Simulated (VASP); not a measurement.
# TaN (rocksalt type) (Fm-3m) in VASP: single point with r2SCAN

Aim: the single point of TaN (rocksalt type) with r2SCAN.

All numbers are computed with VASP 6.6.1; they aren't measurements. Logs are shortened: lines on timing, memory, paths and dates and some standing lists are left out, and cuts for length are marked.

### 1 The cell of the first run

Symmetry: Fm-3m, No. 225, cubic system. Conventional cell: a = 4.396 Å, b = 4.396 Å, c = 4.396 Å, α = 90.00°, β = 90.00°, γ = 90.00°. Within 2.9 Å of Ta (site symmetry m-3m) lie 6 N at 2.20 Å. N (site symmetry m-3m) has 6 Ta at 2.20 Å within 2.9 Å.

### 2 Single point, r2SCAN

File POSCAR:

```
TaN
1.0
    0.0000000000      2.1982074175      2.1982074175
    2.1982074175      0.0000000000      2.1982074175
    2.1982074175      2.1982074175      0.0000000000
Ta N
1 1
Direct
    0.0000000000      0.0000000000      0.0000000000
    0.5000000000      0.5000000000      0.5000000000
```

File INCAR.step1:

```
SYSTEM = TaN
ALGO     = Normal         ! electronic algorithm
EDIFF    = 1E-5           ! SCF threshold, eV
ENCUT    = 770            ! plane-wave cutoff, eV
GGA      = PE             ! functional
GGA_COMPAT= .False.      
ISMEAR   = -1             ! smearing method
LASPH    = .True.         ! aspherical terms in the spheres
LCHARG   = .False.        ! write CHGCAR
LREAL    = .False.        ! projectors in reciprocal space
LWAVE    = .True.         ! write WAVECAR
NBANDS   = 16             ! bands
NELM     = 120            ! most SCF steps
PREC     = Accurate       ! precision mode
SIGMA    = 0.08           ! smearing width, eV
```

File INCAR.step2:

```
SYSTEM = TaN
ALGO     = Normal         ! electronic algorithm
EDIFF    = 1E-6           ! SCF threshold, eV
ENCUT    = 770            ! plane-wave cutoff, eV
GGA_COMPAT= .False.      
ISIF     = 2              ! what is computed and relaxed
ISMEAR   = -1             ! smearing method
ISTART   = 1            
LASPH    = .True.         ! aspherical terms in the spheres
LCHARG   = .False.        ! write CHGCAR
LMIXTAU  = .True.       
LREAL    = .False.        ! projectors in reciprocal space
LWAVE    = .False.        ! write WAVECAR
METAGGA  = R2SCAN         ! meta-GGA
NBANDS   = 16             ! bands
NELM     = 120            ! most SCF steps
PREC     = Accurate       ! precision mode
SIGMA    = 0.08           ! smearing width, eV
```

File KPOINTS:

```
k-points
0
Gamma
  17 17 17
  0 0 0
```

Potentials or basis: VASP PAW PBE potentials, release 64 (Ta_sv_GW, N).

Command:

```console
cat potpaw_PBE.64/Ta_sv_GW/POTCAR potpaw_PBE.64/N/POTCAR > POTCAR
cp INCAR.step1 INCAR
mpirun -np 1 vasp_std > vasp.out
cp INCAR.step2 INCAR
mpirun -np 1 vasp_std > vasp.out
```

OUTCAR:

```text
SYSTEM = TaN
   EDIFF = 1E-6
   ENCUT = 770
   ISIF = 2
   ISMEAR = -1
   ISTART = 1
   LASPH = .True.
   LREAL = .False.
   METAGGA = R2SCAN
   NELM = 120
   PREC = Accurate

 ion  position               nearest neighbor table
   1  0.000  0.000  0.000-   2 2.20   2 2.20   2 2.20   2 2.20   2 2.20   2 2.20
   2  0.500  0.500  0.500-   1 2.20   1 2.20   1 2.20   1 2.20   1 2.20   1 2.20

  LATTYP: Found a face centered cubic cell.
 ALAT       =     4.3964148350

  Lattice vectors:

 A1 = (   0.0000000000,   2.1982074175,   2.1982074175)
 A2 = (   2.1982074175,   0.0000000000,   2.1982074175)
 A3 = (   2.1982074175,   2.1982074175,   0.0000000000)

Analysis of symmetry for initial positions (statically):
=====================================================================
 Subroutine PRICEL returns:
 Original cell was already a primitive cell.

 Routine SETGRP: Setting up the symmetry group for a
 face centered cubic supercell.

 Subroutine GETGRP returns: Found 48 space group operations
 (whereof 48 operations were pure point group operations)
 out of a pool of 48 trial point group operations.

The static configuration has the point symmetry O_h .

Analysis of symmetry for dynamics (positions and initial velocities):
=====================================================================
 Subroutine PRICEL returns:
 Original cell was already a primitive cell.

 Routine SETGRP: Setting up the symmetry group for a
 face centered cubic supercell.

 Subroutine GETGRP returns: Found 48 space group operations
 (whereof 48 operations were pure point group operations)
 out of a pool of 48 trial point group operations.

The dynamic configuration has the point symmetry O_h .

 Subroutine INISYM returns: Found 48 space group operations
 (whereof 48 operations are pure point group operations),
 and found     1 'primitive' translations

----------------------------------------------------------------------------------------

                                     Primitive cell

  volume of cell :      21.2440

  direct lattice vectors                    reciprocal lattice vectors
     0.000000000  2.198207417  2.198207417    -0.227458062  0.227458062  0.227458062
     2.198207417  0.000000000  2.198207417     0.227458062 -0.227458062  0.227458062
     2.198207417  2.198207417  0.000000000     0.227458062  0.227458062 -0.227458062

  length of vectors
     3.108734743  3.108734743  3.108734743     0.393968921  0.393968921  0.393968921

  position of ions in fractional coordinates (direct lattice)
     0.000000000  0.000000000  0.000000000
     0.500000000  0.500000000  0.500000000

  ion indices of the primitive-cell ions
   primitive index   ion index
                 1           1
                 2           2

----------------------------------------------------------------------------------------

 KPOINTS: k-points

Automatic generation of k-mesh.
 Grid dimensions read from file:
 generate k-points for:   17   17   17

 Generating k-lattice:

  Cartesian coordinates                     Fractional coordinates (reciprocal lattice)
    -0.013379886  0.013379886  0.013379886     0.058823529  0.000000000  0.000000000
     0.013379886 -0.013379886  0.013379886     0.000000000  0.058823529  0.000000000
     0.013379886  0.013379886 -0.013379886     0.000000000  0.000000000  0.058823529

  Length of vectors
     0.023174642  0.023174642  0.023174642

  Shift w.r.t. Gamma in fractional coordinates (k-lattice)
     0.000000000  0.000000000  0.000000000

 Subroutine IBZKPT returns following result:
 ===========================================

 Found    165 irreducible k-points:

 Following reciprocal coordinates:
            Coordinates               Weight
  0.000000  0.000000  0.000000      1.000000
  0.058824  0.000000  0.000000      8.000000
  0.117647  0.000000  0.000000      8.000000
  0.176471  0.000000  0.000000      8.000000
  0.235294  0.000000  0.000000      8.000000
  0.294118  0.000000  0.000000      8.000000
[... 16 lines left out ...]
 -0.176471  0.058824  0.000000     24.000000
 -0.117647  0.058824  0.000000     24.000000
 [... further k-points ...]
   k-points           NKPTS =    165   k-points in BZ     NKDIM =    165   number of bands    NBANDS=     16
   number of dos      NEDOS =    301   number of ions     NIONS =      2
   total plane-waves  NPLWV =  21952
   dimension x,y,z NGX =    28 NGY =   28 NGZ =   28
   dimension x,y,z NGXF=    56 NGYF=   56 NGZF=   56
   ions per type =               1   1
   NGX,Y,Z   is equivalent  to a cutoff of  14.97, 14.97, 14.97 a.u.
   NGXF,Y,Z  is equivalent  to a cutoff of  29.95, 29.95, 29.95 a.u.
 SYSTEM =  TaN
   PREC   = accura    normal or accurate (medium, high low for compatibility)
   ISTART =      1    job   : 0-new  1-cont  2-samecut
   ICHARG =      0    charge: 1-file 2-atom 10-const
   ISPIN  =      1    spin polarized calculation?
   LNONCOLLINEAR =      F non collinear calculations
   LSORBIT =      F    spin-orbit coupling
   LASPH  =      T    aspherical Exc in radial PAW
   ENCUT  =  770.0 eV  56.59 Ry    7.52 a.u.   7.03  7.03  7.03*2*pi/ulx,y,z
   NELM   =    120;   NELMIN=  2; NELMDL=  0     # of ELM steps
   EDIFF  = 0.1E-05   stopping-criterion for ELM
   LREAL  =      F    real-space projection
   EDIFFG = 0.1E-04   stopping-criterion for IOM
   NSW    =      0    number of steps for IOM
   IBRION =     -1    ionic relax: 0-MD 1-quasi-New 2-CG
   NFREE  =      0    steps in history (QN), initial steepest desc. (CG)
   ISIF   =      2    stress and relaxation
   ISYM   =      2    0-nonsym 1-usesym 2-fastsym
   POTIM  = 0.5000    time-step for ionic-motion
   TEBEG  =    0.0;   TEEND  =   0.0 temperature during run
   PSTRESS=    0.0 pullay stress
   NELECT =      18.0000    total number of electrons
   NUPDOWN=      -1.0000    fix difference up-down
   EMIN   =  10.00;   EMAX   =-10.00  energy-range for DOS
   EFERMI =   0.00;   METHOD = LEGACY
   ISMEAR =    -1;   SIGMA  =   0.08  broadening in eV -4-tet -1-fermi 0-gaus
   EFERMI_NEDOS =   21; number of points for ismear=-14 and -15
   IALGO  =     38    algorithm
   IMIX   =      4    mixing-type and parameters
     AMIX     =   0.40;   BMIX     =  1.00
     AMIX_MAG =   1.60;   BMIX_MAG =  1.00
  volume/ion in A,a.u.               =      10.62        71.68
  Fermi-wavevector in a.u.,A,eV,Ry     =   1.549127  2.927425 32.651182  2.399794
  Thomas-Fermi vector in A             =   2.653978
   LORBIT       =      0    0 simple, 1 ext, 2 COOP (PROOUT), +10 PAW based schemes
   METAGGA = R2SCAN    functional components
   LHFCALC =     F    Hartree Fock is set to
   AEXX    =    0.0000 exact exchange contribution
   IVDW    =     0    specifies the selected vdW correction
   LEPSILON=     F    determine dielectric tensor
   LRPA    =     F    only Hartree local field effects (RPA)
 non-spin polarized calculation
  energy-cutoff  :      770.00
  volume of cell :       21.24
 maximum number of plane-waves:      1043
   NGX = 13   NGY = 13   NGZ = 13

 number of electron      18.0000000 magnetization

 Free energy of the ion-electron system (eV)
  ---------------------------------------------------
  ext. energy  EPLUGINS =         0.00000000
  ---------------------------------------------------
  free energy    TOTEN  =       -62.21506750 eV

  energy without entropy =      -62.20015334  energy(sigma->0) =      -62.20761042

 E-fermi :  13.8745     XC(G=0): -14.7694

 val. band max:       13.8718261645   @ k =  -0.2941   0.2353   0.0588
 cond. band min:      13.9343430219   @ k =  -0.2941   0.0588   0.0000
 fundamental gap:      0.0625168574
 Fermi energy:        13.8745344716

 k-point     1 :       0.0000    0.0000    0.0000
  band No.  band energies     occupation
      1     -57.7760      2.00000
      2     -23.2536      2.00000
      3     -23.2536      2.00000
      4     -23.2536      2.00000
      5      -6.1194      2.00000
      6       9.7294      2.00000
[... 8 lines left out ...]
     15      23.5639      0.00000
     16      38.5323      0.00000

 k-point     2 :       0.0588    0.0000    0.0000
  band No.  band energies     occupation
      1     -57.7741      2.00000
      2     -23.2858      2.00000
      3     -23.2565      2.00000
      4     -23.2565      2.00000
      5      -6.0348      2.00000
      6       9.2772      2.00000
[... 8 lines left out ...]
     15      23.8271      0.00000
     16      37.2838      0.00000

 k-point     3 :       0.1176    0.0000    0.0000
  band No.  band energies     occupation
      1     -57.7683      2.00000
      2     -23.3768      2.00000
      3     -23.2645      2.00000
      4     -23.2645      2.00000
      5      -5.7891      2.00000
      6       8.3094      2.00000
[... 8 lines left out ...]
     15      24.5620      0.00000
     16      35.2197      0.00000

 k-point     4 :       0.1765    0.0000    0.0000
  band No.  band energies     occupation
      1     -57.7597      2.00000
      2     -23.5120      2.00000
      3     -23.2767      2.00000
      4     -23.2767      2.00000
      5      -5.4063      2.00000
      6       7.1947      2.00000
[... 8 lines left out ...]
     15      25.5843      0.00000
     16      33.2806      0.00000
[... 324 lines left out ...]
 k-point    22 :      -0.2353    0.0588    0.0000
  band No.  band energies     occupation
      1     -57.7442      2.00000
      2     -23.7256      2.00000
      3     -23.3295      2.00000
      4     -23.2848      2.00000
      5      -4.7141      2.00000
      6       5.6345      2.00000
[... 8 lines left out ...]
     15      26.7292      0.00000
     16      30.3738      0.00000

 k-point    23 :      -0.1765    0.0588    0.0000
  band No.  band energies     occupation
      1     -57.7548      2.00000
      2     -23.5698      2.00000
      3     -23.3118      2.00000
      4     -23.2706      2.00000
      5      -5.2034      2.00000
      6       6.6478      2.00000
[... 8 lines left out ...]
     15      26.0968      0.00000
     16      31.8288      0.00000

 k-point    24 :      -0.1176    0.0588    0.0000
  band No.  band energies     occupation
      1     -57.7641      2.00000
      2     -23.4306      2.00000
      3     -23.2929      2.00000
      4     -23.2603      2.00000
      5      -5.6115      2.00000
      6       7.6793      2.00000
[... 8 lines left out ...]
     15      25.0847      0.00000
     16      33.7820      0.00000

 [... further k-points ...]

------------------------ aborting loop because EDIFF is reached ----------------------------------------

  FORCE on cell =-STRESS in cart. coord.  units (eV):
  Direction    XX          YY          ZZ          XY          YZ          ZX
  --------------------------------------------------------------------------------------
  -------------------------------------------------------------------------------------
  Total        0.0041450      0.0041450      0.0041450      0.0000000     -0.0000000      0.0000000
  in kB        0.3126063      0.3126063      0.3126063      0.0000000     -0.0000000      0.0000000
  external PRESSURE =       0.3126063 kB  Pullay stress =       0.0000000 kB

 VOLUME and BASIS-vectors are now :
 -----------------------------------------------------------------------------
  energy-cutoff  :      770.00
  volume of cell :       21.24
      direct lattice vectors                 reciprocal lattice vectors
     0.000000000  2.198207417  2.198207417    -0.227458062  0.227458062  0.227458062
     2.198207417  0.000000000  2.198207417     0.227458062 -0.227458062  0.227458062
     2.198207417  2.198207417  0.000000000     0.227458062  0.227458062 -0.227458062

 POSITION                                       TOTAL-FORCE (eV/Angst)
 -----------------------------------------------------------------------------------
      0.00000      0.00000      0.00000         0.000000     -0.000000     -0.000000
      2.19821      2.19821      2.19821        -0.000000      0.000000      0.000000
 -----------------------------------------------------------------------------------
    total drift:                                0.000000      0.000000      0.000000

  FREE ENERGIE OF THE ION-ELECTRON SYSTEM (eV)
  ---------------------------------------------------
  free  energy   TOTEN  =       -62.2150675047 eV

  energy  without entropy=      -62.2001533414  energy(sigma->0) =      -62.20761042
```

It took 4.6 min on 1 thread of Intel Xeon Platinum 8259CL at 2.50GHz (Skylake/Cascade Lake), shared host; peak memory 0.26 GiB.

What came out:

- Free energy: -62.2151 eV
- Pressure: 0.0 GPa
- Band gap on the k mesh: zero (bands 9 and 10 overlap by 4.04 eV)

Levels at points of the mesh, in eV from the Fermi level:
```
           k point  band 7  band 8  band 9  band 10  band 11  band 12
(0.00, 0.00, 0.00)   -4.15   -4.15   -2.15    -2.15    -2.15     0.18
```

Caveat: the PAW data sets were made with another functional, which shifts forces and pressure a little; spin-orbit coupling is left out, which moves the levels of the heavy elements.

The gap in the log of VASP goes by the Fermi energy; the results here count the filled bands.